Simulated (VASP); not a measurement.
A run of VASP 6.6.1:

INCAR

```
SYSTEM = SrO
  ALGO = Normal
  EDIFF = 1E-7
  ENCUT = 520
  GGA = PE
  ISIF = 2
  ISMEAR = 0
  LASPH = .True.
  LCHARG = .False.
  LREAL = .False.
  LWAVE = .False.
  NBANDS = 33
  NELM = 100
  PREC = Accurate
  SIGMA = 0.1
```

KPOINTS

```
k-points
0
Gamma
  6 6 6
  0 0 0
```

File POSCAR:

```
SrO
1.0
    1.8063736030      1.0429102842      9.3258320186
   -1.8063736030      1.0429102842      9.3258320186
    0.0000000000     -2.0858205736      9.3258320180
Sr O
3 3
Direct
    0.5000000000      0.5000000000      0.5000000000
    0.6123856134      0.6123856134      0.6123856134
    0.3876143866      0.3876143866      0.3876143866
    0.0000000000      0.0000000000      0.0000000000
    0.7770788191      0.7770788191      0.7770788191
    0.2229211809      0.2229211809      0.2229211809
```

Potentials or basis: VASP PAW PBE potentials, release 64 (Sr_sv, O).

Command:

```sh
$ cat potpaw_PBE.64/Sr_sv/POTCAR potpaw_PBE.64/O/POTCAR > POTCAR
$ mpirun -np 1 vasp_std > vasp.out
```

Hardware: 1 thread of AMD EPYC 7R13 Processor (Zen 3) (shared host).

Q: Estimate the wall time of this run.

A: Run time: 21 min on 1 thread of AMD EPYC 7R13 Processor (Zen 3), on a shared host, peak memory 0.7 GiB. Counts: scf iterations 17, k points 32.
